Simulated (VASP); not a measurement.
# Pb (I4/mmm) in VASP: notebook, part 2 of 2

VASP 6.6.1.

### Step 3. Electric field gradients, PBEsol (x and y stretched by +1.5 %, z held)

The input, INCAR:

```
SYSTEM = Pb
PREC = Accurate
ENCUT = 520
EDIFF = 1E-8
ISMEAR = -1
SIGMA = 0.08
LREAL = .False.
LASPH = .True.
NELM = 60
ALGO = Normal
ISIF = 2
LWAVE = .False.
LCHARG = .False.
GGA = PS
LEFG = .True.
NBANDS = 13
```

The input, KPOINTS:

```
Automatic mesh
0
Gamma
  13 13 13
  0 0 0
```

The input, POSCAR:

```
Pb
1.0
   -2.0093544602      2.0093544602      1.9796595667
    2.0093544602     -2.0093544602      1.9796595667
    2.0093544602      2.0093544602     -1.9796595667
Pb
1
Direct
    0.0000000000      0.0000000000      0.0000000000
```

Potentials or basis: VASP PAW PBE potentials, release 64 (Pb_d).

Launch:

```sh
> cat potpaw_PBE.64/Pb_d/POTCAR > POTCAR
> mpirun -np 1 vasp_std > vasp.out
```

OUTCAR:

```text
SYSTEM = Pb
   PREC = Accurate
   ENCUT = 520
   EDIFF = 1E-8
   ISMEAR = -1
   LREAL = .False.
   LASPH = .True.
   NELM = 60
   ISIF = 2
   GGA = PS

 ion  position               nearest neighbor table
   1  0.000  0.000  0.000-

  LATTYP: Found a body centered tetragonal cell.
 ALAT       =     4.0187089204
 C/A-ratio  =     0.9852216749

  Lattice vectors:

 A1 = (  -2.0093544602,   2.0093544602,   1.9796595667)
 A2 = (   2.0093544602,  -2.0093544602,   1.9796595667)
 A3 = (   2.0093544602,   2.0093544602,  -1.9796595667)

Analysis of symmetry for initial positions (statically):
=====================================================================
 Subroutine PRICEL returns:
 Original cell was already a primitive cell.

 Routine SETGRP: Setting up the symmetry group for a
 body centered tetragonal supercell.

 Subroutine GETGRP returns: Found 16 space group operations
 (whereof 16 operations were pure point group operations)
 out of a pool of 16 trial point group operations.

The static configuration has the point symmetry D_4h.

Analysis of symmetry for dynamics (positions and initial velocities):
=====================================================================
 Subroutine PRICEL returns:
 Original cell was already a primitive cell.

 Routine SETGRP: Setting up the symmetry group for a
 body centered tetragonal supercell.

 Subroutine GETGRP returns: Found 16 space group operations
 (whereof 16 operations were pure point group operations)
 out of a pool of 16 trial point group operations.

The dynamic configuration has the point symmetry D_4h.

 Subroutine INISYM returns: Found 16 space group operations
 (whereof 16 operations are pure point group operations),
 and found     1 'primitive' translations

----------------------------------------------------------------------------------------

                                     Primitive cell

  volume of cell :      31.9715

  direct lattice vectors                    reciprocal lattice vectors
    -2.009354460  2.009354460  1.979659567     0.000000000  0.248836136  0.252568678
     2.009354460 -2.009354460  1.979659567     0.248836136  0.000000000  0.252568678
     2.009354460  2.009354460 -1.979659567     0.248836136  0.248836136  0.000000000

  length of vectors
     3.463244533  3.463244533  3.463244533     0.354556568  0.354556568  0.351907439

  position of ions in fractional coordinates (direct lattice)
     0.000000000  0.000000000  0.000000000

  ion indices of the primitive-cell ions
   primitive index   ion index
                 1           1

----------------------------------------------------------------------------------------

 KPOINTS: Automatic mesh

Automatic generation of k-mesh.
 Grid dimensions read from file:
 generate k-points for:   13   13   13

 Generating k-lattice:

  Cartesian coordinates                     Fractional coordinates (reciprocal lattice)
     0.000000000  0.019141241  0.019428360     0.076923077  0.000000000 -0.000000000
     0.019141241  0.000000000  0.019428360     0.000000000  0.076923077 -0.000000000
[... 67 lines left out ...]
   TEBEG  =    0.0;   TEEND  =   0.0 temperature during run
   PSTRESS=    0.0 pullay stress
   NELECT =      14.0000    total number of electrons
   NUPDOWN=      -1.0000    fix difference up-down
   EMIN   =  10.00;   EMAX   =-10.00  energy-range for DOS
   EFERMI =   0.00;   METHOD = LEGACY
   ISMEAR =    -1;   SIGMA  =   0.08  broadening in eV -4-tet -1-fermi 0-gaus
   EFERMI_NEDOS =   21; number of points for ismear=-14 and -15
   IALGO  =     38    algorithm
   IMIX   =      4    mixing-type and parameters
     AMIX     =   0.40;   BMIX     =  1.00
     AMIX_MAG =   1.60;   BMIX_MAG =  1.00
  volume/ion in A,a.u.               =      31.97       215.75
  Fermi-wavevector in a.u.,A,eV,Ry     =   1.243167  2.349246 21.027333  1.545465
  Thomas-Fermi vector in A             =   2.377490
   LORBIT       =      0    0 simple, 1 ext, 2 COOP (PROOUT), +10 PAW based schemes
   GGA     = PS    functional components
   LHFCALC =     F    Hartree Fock is set to
   AEXX    =    0.0000 exact exchange contribution
   IVDW    =     0    specifies the selected vdW correction
   LEPSILON=     F    determine dielectric tensor
   LRPA    =     F    only Hartree local field effects (RPA)
 non-spin polarized calculation
  energy-cutoff  :      520.00
  volume of cell :       31.97
 maximum number of plane-waves:       891
 NGX is ok and might be reduce to    28
   NGX = 13   NGY = 13   NGZ = 13

 number of electron      13.9999997 magnetization

 Free energy of the ion-electron system (eV)
  ---------------------------------------------------
  ext. energy  EPLUGINS =         0.00000000
  ---------------------------------------------------
  free energy    TOTEN  =        -3.95066655 eV

  energy without entropy =       -3.93875922  energy(sigma->0) =       -3.94471288

 E-fermi :   6.5243     XC(G=0): -10.0923

 val. band max:        6.4908429658   @ k =   0.4615   0.3077   0.0000
 cond. band min:       6.5473656706   @ k =  -0.3077   0.3077   0.2308
 fundamental gap:      0.0565227048
 Fermi energy:         6.5242943062

 k-point     1 :       0.0000    0.0000    0.0000
  band No.  band energies     occupation
      1     -10.4873      2.00000
      2     -10.4794      2.00000
      3     -10.4794      2.00000
      4     -10.2783      2.00000
      5     -10.2691      2.00000
      6      -4.8992      2.00000
      7      13.6723      0.00000
      8      13.6723      0.00000
      9      13.7601      0.00000
     10      17.4951      0.00000
     11      17.4951      0.00000
     12      17.5737      0.00000
     13      17.6648      0.00000
[... 354 lines left out ...]
  band No.  band energies     occupation
      1     -10.5294      2.00000
      2     -10.4439      2.00000
      3     -10.2945      2.00000
      4     -10.2866      2.00000
      5     -10.1811      2.00000
      6      -1.2511      2.00000
      7       3.3064      2.00000
      8       7.7166      0.00000
      9      10.7269      0.00000
     10      15.0386      0.00000
     11      17.8687      0.00000
     12      19.0276      0.00000
     13      20.0494      0.00000

 [... further k-points ...]
[... 5 lines left out ...]
  --------------------------------------------------------------------------------------
  -------------------------------------------------------------------------------------
  Total       -0.5219792     -0.5219792     -0.5942144      0.0000000      0.0000000      0.0000000
  in kB      -26.1577368    -26.1577368    -29.7776315      0.0000000      0.0000000      0.0000000
  external PRESSURE =     -27.3643683 kB  Pullay stress =       0.0000000 kB

 VOLUME and BASIS-vectors are now :
 -----------------------------------------------------------------------------
  energy-cutoff  :      520.00
  volume of cell :       31.97
      direct lattice vectors                 reciprocal lattice vectors
    -2.009354460  2.009354460  1.979659567     0.000000000  0.248836136  0.252568678
     2.009354460 -2.009354460  1.979659567     0.248836136  0.000000000  0.252568678
     2.009354460  2.009354460 -1.979659567     0.248836136  0.248836136  0.000000000

 POSITION                                       TOTAL-FORCE (eV/Angst)
 -----------------------------------------------------------------------------------
      0.00000      0.00000      0.00000         0.000000      0.000000      0.000000
 -----------------------------------------------------------------------------------
    total drift:                               -0.000000     -0.000000     -0.000000

  FREE ENERGIE OF THE ION-ELECTRON SYSTEM (eV)
  ---------------------------------------------------
  free  energy   TOTEN  =        -3.9506665500 eV

  energy  without entropy=       -3.9387592161  energy(sigma->0) =       -3.94471288

 Electric field gradients (V/A^2)
---------------------------------------------------------------------
 ion       V_xx      V_yy      V_zz      V_xy      V_xz      V_yz
---------------------------------------------------------------------
   1      -4.101    -4.101     8.202    -0.001    -0.001    -0.001
---------------------------------------------------------------------

 Electric field gradients after diagonalization (V/A^2)
 (convention: |V_zz| > |V_xx| > |V_yy|)
----------------------------------------------------------------------
 ion       V_xx      V_yy      V_zz     asymmetry (V_yy - V_xx)/ V_zz
----------------------------------------------------------------------
   1      -4.101    -4.100     8.202       0.000
----------------------------------------------------------------------

           NMR quadrupolar parameters

 Cq : quadrupolar parameter    Cq=e*Q*V_zz/h
 eta: asymmetry parameters     (V_yy - V_xx)/ V_zz
 Q  : nuclear electric quadrupole moment in mb (millibarn)
----------------------------------------------------------------------
 ion       Cq(MHz)       eta       Q (mb)
----------------------------------------------------------------------
   1       0.020       0.000       1.000
----------------------------------------------------------------------
```

OSZICAR:

```text
N       E                     dE             d eps       ncg     rms          rms(c)
DAV:   1     0.108189779295E+03    0.10819E+03   -0.71144E+03  5159   0.124E+03
DAV:   2     0.128814845611E+01   -0.10690E+03   -0.10381E+03  5401   0.308E+02
DAV:   3    -0.384256295230E+01   -0.51307E+01   -0.51131E+01  6339   0.733E+01
DAV:   4    -0.396155535718E+01   -0.11899E+00   -0.11897E+00  6062   0.121E+01
DAV:   5    -0.396668443316E+01   -0.51291E-02   -0.51290E-02  6926   0.230E+00    0.539E-01
DAV:   6    -0.395380401029E+01    0.12880E-01   -0.17891E-02  6441   0.230E+00    0.261E-01
DAV:   7    -0.395082054689E+01    0.29835E-02   -0.72231E-03  6518   0.134E+00    0.940E-02
DAV:   8    -0.395066712642E+01    0.15342E-03   -0.42429E-04  7474   0.344E-01    0.104E-02
DAV:   9    -0.395066640598E+01    0.72043E-06   -0.10033E-05  6523   0.550E-02    0.463E-03
DAV:  10    -0.395066658115E+01   -0.17516E-06   -0.11667E-06  6291   0.168E-02    0.185E-04
DAV:  11    -0.395066656698E+01    0.14169E-07   -0.26999E-08  5769   0.151E-03    0.972E-05
DAV:  12    -0.395066655386E+01    0.13116E-07   -0.14785E-09  3568   0.421E-04    0.388E-05
DAV:  13    -0.395066655004E+01    0.38294E-08   -0.31563E-10  3308   0.264E-04
   1 F= -.39506666E+01 E0= -.39447129E+01  d E =-.119073E-01
```

stdout:

```text
POSCAR found type information on POSCAR Pb
 POSCAR found :  1 types and       1 ions
 scaLAPACK will be used
 -----------------------------------------------------------------------------
|                                                                             |
|                                                                             |
|     You enforced a specific xc type in the INCAR file but a different       |
|     I HOPE YOU KNOW WHAT YOU ARE DOING!                                     |
|                                                                             |
 -----------------------------------------------------------------------------

 LDA part: xc-table for (Slater+PW92), standard interpolation
 POSCAR, INCAR and KPOINTS ok, starting setup
 FFT: planning ... GRIDC
 FFT: planning ... GRID_SOFT
 FFT: planning ... GRID
 WAVECAR not read
 entering main loop
ion   1
```

Run time: 1.7 min. Hardware: 1 thread of Intel Xeon 8259CL, shared host; peak memory 0.21 GiB.

Results:

```
Free energy            : -3.9507 eV
Pressure               : -2.7 GPa
Band gap on the k mesh : zero (band 7 reaches 13.67 eV, above the bottom of band 8 at 4.71 eV)
```

Stress tensor (GPa, compression positive):
```
-2.62  0.00  0.00
 0.00 -2.62  0.00
 0.00  0.00 -2.98
```

Electric field gradients, principal values (V/Å²):
| atom | least | middle | greatest (by size) |
| --- | --- | --- | --- |
| 1 Pb | -4.100 | -4.101 | 8.202 |

Caveat: the cell differs from its parent crystal (x and y stretched by +1.5 %, z held); without QUAD_EFG the Cq values of the log hold for a quadrupole moment of 1 mb, not for the nuclei; the PAW data sets were made with another functional, which shifts forces and pressure a little; spin-orbit coupling is left out, which moves the levels of the heavy elements.
